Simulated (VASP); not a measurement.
The system is Si4Ni3Pt.

```
Si Ni Pt
1.0
     4.57589    0.00000    0.00000
     0.00000    4.57589    0.00000
     0.00000    0.00000    4.81888
Si Ni Pt
4 3 1
Direct
  0.00000 0.50000 0.84865
  0.50000 0.00000 0.84865
  0.00000 0.00000 0.15393
  0.50000 0.50000 0.16557
  0.00000 0.50000 0.33213
  0.50000 0.00000 0.33213
  0.00000 0.00000 0.65976
  0.50000 0.50000 0.65916
```

Base run:

* Program: VASP 6.6.1
* Functional: PBE
* Potentials or basis: VASP PAW PBE potentials, release 64 (Si, Ni, Pt)
* Cutoff: 520 eV
* k mesh: 8 × 8 × 8
* Occupations: gaussian, width 0.1 eV
* Spin: no spin polarisation

Its results: band gap on the k mesh zero (bands 28 and 29 overlap by 0.83 eV); pressure 0.0 GPa; largest force 0.013 eV/Å.

**Question.** The run is repeated on the same cell with these changes: functional from PBE to PBEsol. What comes out?

**Answer.** Band gap on the k mesh zero (bands 28 and 29 overlap by 0.84 eV); pressure -5.8 GPa; largest force 0.094 eV/Å.

PBEsol binds more tightly than PBE, so the same cell stands under less pressure.

Caveats: spin-orbit coupling is left out, which moves the levels of the heavy elements; the cell stands under tension (at least some runs); the PAW data sets were made with another functional, which shifts forces and pressure a little (at least some runs).
